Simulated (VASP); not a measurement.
Set up this calculation in VASP 6.6.1, as the native input.

```yaml
Task: single point
Functional: RPBE
Dispersion: D4
Potentials_or_basis: VASP PAW PBE potentials, release 64 (Cd, Te)
Cutoff: 500 eV
k_mesh: 6 × 6 × 6
Occupations: gaussian, width 0.05 eV
Spin: no spin polarisation
Dipole_correction: no
Further_INCAR_settings: ALGO = Normal; EDIFF = 1e-06; NBANDS = 16
```

The structure of CdTe lies in POSCAR:

```
CdTe
1.0
    0.0000000000      2.9989615765      2.9989615765
    2.9989615765      0.0000000000      2.9989615765
    2.9989615765      2.9989615765      0.0000000000
Cd Te
1 1
Direct
    0.5000000000      0.5000000000      0.5000000000
    0.0000000000      0.0000000000      0.0000000000
```

These files were run (other wordings do the same):

INCAR

```
SYSTEM = CdTe
  PREC = Accurate
  ENCUT = 500
  EDIFF = 1E-6
  ISMEAR = 0
  SIGMA = 0.05
  LREAL = .False.
  LASPH = .True.
  NELM = 120
  ALGO = Normal
  ISIF = 2
  LWAVE = .False.
  LCHARG = .False.
  GGA = RP
  IVDW = 13
  NBANDS = 16
  GGA_COMPAT = .False.
```

KPOINTS

```
regular mesh
0
Gamma
  6 6 6
  0 0 0
```

Potentials or basis: VASP PAW PBE potentials, release 64 (Cd, Te).

Launch:

```sh
$ cat potpaw_PBE.64/Cd/POTCAR potpaw_PBE.64/Te/POTCAR > POTCAR
$ mpirun -np 1 vasp_std > vasp.out
```

Results of the run:

| Property | Result |
| --- | --- |
| Pressure | 0.4 GPa |
| Band gap on the k mesh | zero (band 9 reaches 4.70 eV, above the bottom of band 10 at 3.36 eV) |
| Dispersion energy per atom | -0.866 eV |

Caveat: the PAW data sets were made with another functional, which shifts forces and pressure a little; spin-orbit coupling is left out, which moves the levels of the heavy elements; pairwise dispersion overbinds metals, which lowers pressure and volume.

Run time: 18 s on 1 thread of Intel Xeon 6975P-C, on a shared host, peak memory 0.17 GiB.
